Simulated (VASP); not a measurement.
# PbO2 (Fm-3m) in VASP: a series of runs, part 2 of 2

VASP 6.6.1.

### Step 5. Single point, BLYP

This run uses another cell than the first one, of 13.82 Å³/atom, 1.051 times its volume.

File INCAR:

```
SYSTEM = PbO2
AGGAC    = 1.0          
AGGAX    = 1.0          
ALDAC    = 0.0          
ALDAX    = 1.0          
ALGO     = Normal         ! electronic algorithm
EDIFF    = 1E-7           ! SCF threshold, eV
ENCUT    = 520            ! plane-wave cutoff, eV
GGA      = B5             ! functional
ISIF     = 2              ! what is computed and relaxed
ISMEAR   = -1             ! smearing method
LASPH    = .True.         ! aspherical terms in the spheres
LCHARG   = .False.        ! write CHGCAR
LREAL    = .False.        ! projectors in reciprocal space
LWAVE    = .False.        ! write WAVECAR
NBANDS   = 20             ! bands
NELM     = 80             ! most SCF steps
PREC     = Accurate       ! precision mode
SIGMA    = 0.05           ! smearing width, eV
```

File KPOINTS:

```
k-points
0
Gamma
  9 9 9
  0 0 0
```

File POSCAR:

```
PbO2
1.0
    0.0000000000      2.7467870532      2.7467870532
    2.7467870532      0.0000000000      2.7467870532
    2.7467870532      2.7467870532      0.0000000000
Pb O
1 2
Direct
    0.0000000000      0.0000000000      0.0000000000
    0.7500000000      0.7500000000      0.7500000000
    0.2500000000      0.2500000000      0.2500000000
```

Potentials or basis: VASP PAW PBE potentials, release 64 (Pb_d, O).

Started as:

```
$ cat potpaw_PBE.64/Pb_d/POTCAR potpaw_PBE.64/O/POTCAR > POTCAR
$ mpirun -np 1 vasp_std > vasp.out
```

OUTCAR:

```text
SYSTEM = PbO2
   EDIFF = 1E-7
   ENCUT = 520
   GGA = B5
   ISIF = 2
   ISMEAR = -1
   LASPH = .True.
   LREAL = .False.
   NELM = 80
   PREC = Accurate

 ion  position               nearest neighbor table
   1  0.000  0.000  0.000-   2 2.38   2 2.38   2 2.38   3 2.38   3 2.38   3 2.38   3 2.38   2 2.38

   2  0.750  0.750  0.750-   1 2.38   1 2.38   1 2.38   1 2.38
   3  0.250  0.250  0.250-   1 2.38   1 2.38   1 2.38   1 2.38

  LATTYP: Found a face centered cubic cell.
 ALAT       =     5.4935741064

  Lattice vectors:

 A1 = (   0.0000000000,   2.7467870532,   2.7467870532)
 A2 = (   2.7467870532,   0.0000000000,   2.7467870532)
 A3 = (   2.7467870532,   2.7467870532,   0.0000000000)

Analysis of symmetry for initial positions (statically):
=====================================================================
 Subroutine PRICEL returns:
 Original cell was already a primitive cell.

 Routine SETGRP: Setting up the symmetry group for a
 face centered cubic supercell.

 Subroutine GETGRP returns: Found 48 space group operations
 (whereof 48 operations were pure point group operations)
 out of a pool of 48 trial point group operations.

The static configuration has the point symmetry O_h .

Analysis of symmetry for dynamics (positions and initial velocities):
=====================================================================
 Subroutine PRICEL returns:
 Original cell was already a primitive cell.

 Routine SETGRP: Setting up the symmetry group for a
 face centered cubic supercell.

 Subroutine GETGRP returns: Found 48 space group operations
 (whereof 48 operations were pure point group operations)
 out of a pool of 48 trial point group operations.

The dynamic configuration has the point symmetry O_h .

 Subroutine INISYM returns: Found 48 space group operations
 (whereof 48 operations are pure point group operations),
 and found     1 'primitive' translations

----------------------------------------------------------------------------------------

                                     Primitive cell

  volume of cell :      41.4481

  direct lattice vectors                    reciprocal lattice vectors
     0.000000000  2.746787053  2.746787053    -0.182030857  0.182030857  0.182030857
     2.746787053  0.000000000  2.746787053     0.182030857 -0.182030857  0.182030857
     2.746787053  2.746787053  0.000000000     0.182030857  0.182030857 -0.182030857

  length of vectors
     3.884543504  3.884543504  3.884543504     0.315286692  0.315286692  0.315286692

  position of ions in fractional coordinates (direct lattice)
     0.000000000  0.000000000  0.000000000
     0.750000000  0.750000000  0.750000000
     0.250000000  0.250000000  0.250000000

  ion indices of the primitive-cell ions
   primitive index   ion index
                 1           1
                 2           2
                 3           3

----------------------------------------------------------------------------------------

 KPOINTS: k-points

Automatic generation of k-mesh.
 Grid dimensions read from file:
 generate k-points for:    9    9    9

 Generating k-lattice:

  Cartesian coordinates                     Fractional coordinates (reciprocal lattice)
    -0.020225651  0.020225651  0.020225651     0.111111111  0.000000000  0.000000000
     0.020225651 -0.020225651  0.020225651     0.000000000  0.111111111  0.000000000
     0.020225651  0.020225651 -0.020225651     0.000000000  0.000000000  0.111111111

  Length of vectors
     0.035031855  0.035031855  0.035031855

  Shift w.r.t. Gamma in fractional coordinates (k-lattice)
     0.000000000  0.000000000  0.000000000

 Subroutine IBZKPT returns following result:
 ===========================================

 Found     35 irreducible k-points:

 Following reciprocal coordinates:
            Coordinates               Weight
  0.000000  0.000000  0.000000      1.000000
  0.111111  0.000000  0.000000      8.000000
  0.222222  0.000000  0.000000      8.000000
  0.333333  0.000000  0.000000      8.000000
  0.444444  0.000000  0.000000      8.000000
  0.111111  0.111111  0.000000      6.000000
[... 16 lines left out ...]
 -0.333333  0.333333  0.000000     12.000000
  0.444444  0.444444  0.000000      6.000000
 [... further k-points ...]
   k-points           NKPTS =     35   k-points in BZ     NKDIM =     35   number of bands    NBANDS=     20
   number of dos      NEDOS =    301   number of ions     NIONS =      3
   total plane-waves  NPLWV =  27000
   dimension x,y,z NGX =    30 NGY =   30 NGZ =   30
   dimension x,y,z NGXF=    60 NGYF=   60 NGZF=   60
   ions per type =               1   2
   NGX,Y,Z   is equivalent  to a cutoff of  12.84, 12.84, 12.84 a.u.
   NGXF,Y,Z  is equivalent  to a cutoff of  25.68, 25.68, 25.68 a.u.
 SYSTEM =  PbO2
   PREC   = accura    normal or accurate (medium, high low for compatibility)
   ISTART =      0    job   : 0-new  1-cont  2-samecut
   ICHARG =      2    charge: 1-file 2-atom 10-const
   ISPIN  =      1    spin polarized calculation?
   LNONCOLLINEAR =      F non collinear calculations
   LSORBIT =      F    spin-orbit coupling
   LASPH  =      T    aspherical Exc in radial PAW
   ENCUT  =  520.0 eV  38.22 Ry    6.18 a.u.   7.22  7.22  7.22*2*pi/ulx,y,z
   NELM   =     80;   NELMIN=  2; NELMDL= -5     # of ELM steps
   EDIFF  = 0.1E-06   stopping-criterion for ELM
   LREAL  =      F    real-space projection
   EDIFFG = 0.1E-05   stopping-criterion for IOM
   NSW    =      0    number of steps for IOM
   IBRION =     -1    ionic relax: 0-MD 1-quasi-New 2-CG
   NFREE  =      0    steps in history (QN), initial steepest desc. (CG)
   ISIF   =      2    stress and relaxation
   ISYM   =      2    0-nonsym 1-usesym 2-fastsym
   POTIM  = 0.5000    time-step for ionic-motion
   TEBEG  =    0.0;   TEEND  =   0.0 temperature during run
   PSTRESS=    0.0 pullay stress
   NELECT =      26.0000    total number of electrons
   NUPDOWN=      -1.0000    fix difference up-down
   EMIN   =  10.00;   EMAX   =-10.00  energy-range for DOS
   EFERMI =   0.00;   METHOD = LEGACY
   ISMEAR =    -1;   SIGMA  =   0.05  broadening in eV -4-tet -1-fermi 0-gaus
   EFERMI_NEDOS =   21; number of points for ismear=-14 and -15
   IALGO  =     38    algorithm
   IMIX   =      4    mixing-type and parameters
     AMIX     =   0.40;   BMIX     =  1.00
     AMIX_MAG =   1.60;   BMIX_MAG =  1.00
  volume/ion in A,a.u.               =      13.82        93.24
  Fermi-wavevector in a.u.,A,eV,Ry     =   1.401407  2.648275 26.721048  1.963942
  Thomas-Fermi vector in A             =   2.524271
   LORBIT       =      0    0 simple, 1 ext, 2 COOP (PROOUT), +10 PAW based schemes
   GGA     = B5    functional components
   LHFCALC =     F    Hartree Fock is set to
   AEXX    =    0.0000 exact exchange contribution
   IVDW    =     0    specifies the selected vdW correction
   LEPSILON=     F    determine dielectric tensor
   LRPA    =     F    only Hartree local field effects (RPA)
 non-spin polarized calculation
  energy-cutoff  :      520.00
  volume of cell :       41.45
 maximum number of plane-waves:      1139
 NGX is ok and might be reduce to    30
   NGX = 15   NGY = 15   NGZ = 15

 number of electron      25.9999990 magnetization

 Free energy of the ion-electron system (eV)
  ---------------------------------------------------
  ext. energy  EPLUGINS =         0.00000000
  ---------------------------------------------------
  free energy    TOTEN  =       -14.50405366 eV

  energy without entropy =      -14.49786520  energy(sigma->0) =      -14.50095943

 E-fermi :   5.3491     XC(G=0): -10.4088

 val. band max:        5.2951034245   @ k =  -0.3333   0.4444   0.2222
 cond. band min:       5.7136699669   @ k =  -0.1111   0.1111   0.0000
 fundamental gap:      0.4185665424
 Fermi energy:         5.3491175925

 k-point     1 :       0.0000    0.0000    0.0000
  band No.  band energies     occupation
      1     -12.6691      2.00000
      2     -10.2061      2.00000
      3     -10.2061      2.00000
      4     -10.2061      2.00000
      5     -10.1618      2.00000
      6     -10.0162      2.00000
[... 12 lines left out ...]
     19      20.9402      0.00000
[... 513 lines left out ...]
      4     -10.0057      2.00000
      5     -10.0057      2.00000
      6      -9.9640      2.00000
[... 12 lines left out ...]
     19      21.6953      0.00000
     20      22.0982      0.00000

 [... further k-points ...]

------------------------ aborting loop because EDIFF is reached ----------------------------------------

  FORCE on cell =-STRESS in cart. coord.  units (eV):
  Direction    XX          YY          ZZ          XY          YZ          ZX
  --------------------------------------------------------------------------------------
  -------------------------------------------------------------------------------------
  Total        0.0621241      0.0621241      0.0621241      0.0000000     -0.0000000      0.0000000
  in kB        2.4014067      2.4014067      2.4014067      0.0000000     -0.0000000      0.0000000
  external PRESSURE =       2.4014067 kB  Pullay stress =       0.0000000 kB

 VOLUME and BASIS-vectors are now :
 -----------------------------------------------------------------------------
  energy-cutoff  :      520.00
  volume of cell :       41.45
      direct lattice vectors                 reciprocal lattice vectors
     0.000000000  2.746787053  2.746787053    -0.182030857  0.182030857  0.182030857
     2.746787053  0.000000000  2.746787053     0.182030857 -0.182030857  0.182030857
     2.746787053  2.746787053  0.000000000     0.182030857  0.182030857 -0.182030857

 POSITION                                       TOTAL-FORCE (eV/Angst)
 -----------------------------------------------------------------------------------
      0.00000      0.00000      0.00000        -0.000000      0.000000      0.000000
      4.12018      4.12018      4.12018        -0.000000      0.000000     -0.000000
      1.37339      1.37339      1.37339         0.000000     -0.000000      0.000000
 -----------------------------------------------------------------------------------
    total drift:                                0.000000     -0.000000      0.000000

  FREE ENERGIE OF THE ION-ELECTRON SYSTEM (eV)
  ---------------------------------------------------
  free  energy   TOTEN  =       -14.5040536554 eV

  energy  without entropy=      -14.4978651986  energy(sigma->0) =      -14.50095943
```

Wall time 45 s (1 thread of Intel Xeon Platinum 8259CL at 2.50GHz (Skylake/Cascade Lake), shared host); peak memory 0.18 GiB.

What came out:

```yaml
Free_energy: -14.5041 eV
Pressure: 0.2 GPa
Band_gap_on_the_k_mesh: zero (band 13 reaches 5.30 eV, above the bottom of band 14 at 4.25 eV)
```

Caveat: the PAW data sets were made with another functional, which shifts forces and pressure a little; spin-orbit coupling is left out, which moves the levels of the heavy elements.

### Step 6. Relaxation of cell and atoms, revPBE

File INCAR:

```
SYSTEM = PbO2
PREC = Accurate ; ENCUT = 600
EDIFF = 1E-6 ; ISMEAR = -1
SIGMA = 0.05 ; LREAL = .FALSE.
LASPH = .TRUE. ; NELM = 80
ALGO = Normal ; ISIF = 3
LWAVE = .FALSE. ; LCHARG = .FALSE.
GGA = RE ; IBRION = 2
NSW = 60 ; EDIFFG = -0.01
```

File KPOINTS:

```
Automatic mesh
0
G
  9 9 9
  0 0 0
```

File POSCAR:

```
PbO2
1.0
    0.0000000000      2.7019920000      2.7019920000
    2.7019920000      0.0000000000      2.7019920000
    2.7019920000      2.7019920000      0.0000000000
Pb O
1 2
Direct
    0.0000000000      0.0000000000      0.0000000000
    0.7500000000      0.7500000000      0.7500000000
    0.2500000000      0.2500000000      0.2500000000
```

Potentials or basis: VASP PAW PBE potentials, release 64 (Pb_d, O).

Started as:

```
$ cat potpaw_PBE.64/Pb_d/POTCAR potpaw_PBE.64/O/POTCAR > POTCAR
$ mpirun -np 1 vasp_std > vasp.out
```

OUTCAR:

```text
SYSTEM = PbO2
   PREC = Accurate
   ENCUT = 600
   EDIFF = 1E-6
   ISMEAR = -1
   LREAL = .FALSE.
   LASPH = .TRUE.
   NELM = 80
   ISIF = 3
   GGA = RE
   IBRION = 2
   NSW = 60
   EDIFFG = -0.01

 ion  position               nearest neighbor table
   1  0.000  0.000  0.000-   2 2.34   2 2.34   2 2.34   3 2.34   3 2.34   3 2.34   3 2.34   2 2.34

   2  0.750  0.750  0.750-   1 2.34   1 2.34   1 2.34   1 2.34
   3  0.250  0.250  0.250-   1 2.34   1 2.34   1 2.34   1 2.34

  LATTYP: Found a face centered cubic cell.
 ALAT       =     5.4039840000

  Lattice vectors:

 A1 = (   0.0000000000,   2.7019920000,   2.7019920000)
 A2 = (   2.7019920000,   0.0000000000,   2.7019920000)
 A3 = (   2.7019920000,   2.7019920000,   0.0000000000)

Analysis of symmetry for initial positions (statically):
=====================================================================
 Subroutine PRICEL returns:
 Original cell was already a primitive cell.

 Routine SETGRP: Setting up the symmetry group for a
 face centered cubic supercell.

 Subroutine GETGRP returns: Found 48 space group operations
 (whereof 48 operations were pure point group operations)
 out of a pool of 48 trial point group operations.

The static configuration has the point symmetry O_h .

Analysis of symmetry for dynamics (positions and initial velocities):
=====================================================================
 Subroutine PRICEL returns:
 Original cell was already a primitive cell.

 Routine SETGRP: Setting up the symmetry group for a
 face centered cubic supercell.

 Subroutine GETGRP returns: Found 48 space group operations
 (whereof 48 operations were pure point group operations)
 out of a pool of 48 trial point group operations.

The dynamic configuration has the point symmetry O_h .

 Subroutine INISYM returns: Found 48 space group operations
 (whereof 48 operations are pure point group operations),
 and found     1 'primitive' translations
[... 124 lines left out ...]
   AEXX    =    0.0000 exact exchange contribution
   IVDW    =     0    specifies the selected vdW correction
   LEPSILON=     F    determine dielectric tensor
   LRPA    =     F    only Hartree local field effects (RPA)
 conjugate gradient relaxation of ions
 non-spin polarized calculation
  energy-cutoff  :      600.00
  volume of cell :       39.45
 maximum number of plane-waves:      1363
   NGX = 15   NGY = 15   NGZ = 15

--------------------------------------- Ionic step        1  -------------------------------------------

 number of electron      25.9999996 magnetization

 Free energy of the ion-electron system (eV)
  ---------------------------------------------------
  ext. energy  EPLUGINS =         0.00000000
  ---------------------------------------------------
  free energy    TOTEN  =       -14.54973929 eV

  energy without entropy =      -14.54382492  energy(sigma->0) =      -14.54678210

------------------------ aborting loop because EDIFF is reached ----------------------------------------

  FORCE on cell =-STRESS in cart. coord.  units (eV):
  Direction    XX          YY          ZZ          XY          YZ          ZX
  --------------------------------------------------------------------------------------
  -------------------------------------------------------------------------------------
  Total        0.8038710      0.8038710      0.8038710      0.0000000      0.0000000     -0.0000000
  in kB       32.6448588     32.6448588     32.6448588      0.0000000      0.0000000     -0.0000000
  external PRESSURE =      32.6448588 kB  Pullay stress =       0.0000000 kB
[... 61 lines left out ...]
--------------------------------------- Ionic step        3  -------------------------------------------

 number of electron      25.9999996 magnetization

 Free energy of the ion-electron system (eV)
  ---------------------------------------------------
  ext. energy  EPLUGINS =         0.00000000
  ---------------------------------------------------
  free energy    TOTEN  =       -14.55956685 eV

  energy without entropy =      -14.55353945  energy(sigma->0) =      -14.55655315

 E-fermi :   5.4239     XC(G=0): -10.8224

 val. band max:        5.3726256275   @ k =  -0.3333   0.4444   0.2222
 cond. band min:       5.8678171214   @ k =  -0.1111   0.1111   0.0000
 fundamental gap:      0.4951914938
 Fermi energy:         5.4239341473

 k-point     1 :       0.0000    0.0000    0.0000
  band No.  band energies     occupation
      1     -12.9337      2.00000
      2     -10.3125      2.00000
      3     -10.2710      2.00000
      4     -10.2710      2.00000
      5     -10.2710      2.00000
      6     -10.0718      2.00000
[... 457 lines left out ...]
      4     -10.0527      2.00000
      5     -10.0527      2.00000
      6     -10.0155      2.00000
[... 9 lines left out ...]
     16      15.3089      0.00000
     17      15.9603      0.00000

 [... further k-points ...]

------------------------ aborting loop because EDIFF is reached ----------------------------------------

  FORCE on cell =-STRESS in cart. coord.  units (eV):
  Direction    XX          YY          ZZ          XY          YZ          ZX
  --------------------------------------------------------------------------------------
  -------------------------------------------------------------------------------------
  Total        0.0024016      0.0024016      0.0024016      0.0000000      0.0000000     -0.0000000
  in kB        0.0951338      0.0951338      0.0951338      0.0000000      0.0000000     -0.0000000
  external PRESSURE =       0.0951338 kB  Pullay stress =       0.0000000 kB
[... 18 lines left out ...]
  FREE ENERGIE OF THE ION-ELECTRON SYSTEM (eV)
  ---------------------------------------------------
  free  energy   TOTEN  =       -14.5595668512 eV

  energy  without entropy=      -14.5535394534  energy(sigma->0) =      -14.55655315

 reached required accuracy - stopping structural energy minimisation
```

CONTCAR:

```text
PbO2
   1.00000000000000
     0.0000000000000000    2.7244657729918291    2.7244657729918291
     2.7244657729918291    0.0000000000000000    2.7244657729918291
     2.7244657729918291    2.7244657729918291   -0.0000000000000000
  Pb              O
     1     2
Direct
     0.0000000000000000    0.0000000000000000    0.0000000000000000
     0.7500000000000000    0.7500000000000000    0.7500000000000000
     0.2500000000000000    0.2500000000000000    0.2500000000000000

  0.00000000E+00  0.00000000E+00  0.00000000E+00
  0.00000000E+00  0.00000000E+00  0.00000000E+00
  0.00000000E+00  0.00000000E+00  0.00000000E+00
```

It took 53 s on 1 thread of Intel Xeon Platinum 8259CL at 2.50GHz (Skylake/Cascade Lake), shared host; peak memory 0.19 GiB.

Results:

```yaml
Free_energy: -14.5596 eV
Relaxed_volume: 13.48 Å³/atom
Relaxed_cell: a = 3.853 Å, b = 3.853 Å, c = 3.853 Å, α = 60.00°, β = 60.00°, γ = 60.00°
Space_group_after_relaxing_to_0.05_Å: Fm-3m (No. 225)
Energy_gained_by_relaxing: 3.3 meV/atom
Ionic_steps: 3
Pressure_after_relaxing: 0.0 GPa
Band_gap_on_the_k_mesh: zero (band 13 reaches 5.37 eV, above the bottom of band 14 at 4.28 eV)
```

The path:
| step | energy change (eV) | largest force (eV/Å) | pressure (GPa) | volume (Å³) |
| --- | --- | --- | --- | --- |
| 1 | 0.0000 | 0.0000 | 3.26 | 39.45 |
| 2 | -0.0070 | 0.0000 | -1.61 | 41.00 |
| 3 | -0.0098 | 0.0000 | 0.01 | 40.45 |

Final structure:
```cif
data_structure
_symmetry_space_group_name_H-M 'P 1'
_symmetry_Int_Tables_number 1
_cell_length_a 3.8530
_cell_length_b 3.8530
_cell_length_c 3.8530
_cell_angle_alpha 60.000
_cell_angle_beta 60.000
_cell_angle_gamma 60.000
_cell_volume 40.45
loop_
_atom_site_label
_atom_site_type_symbol
_atom_site_fract_x
_atom_site_fract_y
_atom_site_fract_z
_atom_site_occupancy
Pb1 Pb 0.00000 0.00000 0.00000 1
O1 O 0.75000 0.75000 0.75000 1
O2 O 0.25000 0.25000 0.25000 1
```

Caveat: the PAW data sets were made with another functional, which shifts forces and pressure a little; spin-orbit coupling is left out, which moves the levels of the heavy elements.

### Step 7. Summary

```csv
task,level,cell,cutoff (eV),smearing,gap on the mesh (eV),pressure (GPa)
single point,PBE,"a = 3.821 Å, angles 60.0°, 3 atoms",520,gaussian 0.014 eV,none,0.6
single point,PBE,"a = 3.821 Å, angles 60.0°, 3 atoms",520,gaussian 0.015 eV,none,0.6
single point,revPBE,"a = 3.853 Å, angles 60.0°, 3 atoms",520,fermi-dirac 0.05 eV,none,0.2
single point,BLYP,"a = 3.885 Å, angles 60.0°, 3 atoms",520,fermi-dirac 0.05 eV,none,0.2
relaxation of cell and atoms,revPBE,"relaxed from a = 3.821 Å, angles 60.0°, 3 atoms",600,fermi-dirac 0.05 eV,none,0.0
```

Alike in all rows: potentials or basis VASP PAW PBE potentials, release 64 (Pb_d, O); no spin polarisation; k mesh 9 × 9 × 9.

Caveats: spin-orbit coupling is left out, which moves the levels of the heavy elements; the PAW data sets were made with another functional, which shifts forces and pressure a little (some runs).

Absolute energies hang on the potentials; compare differences alone.
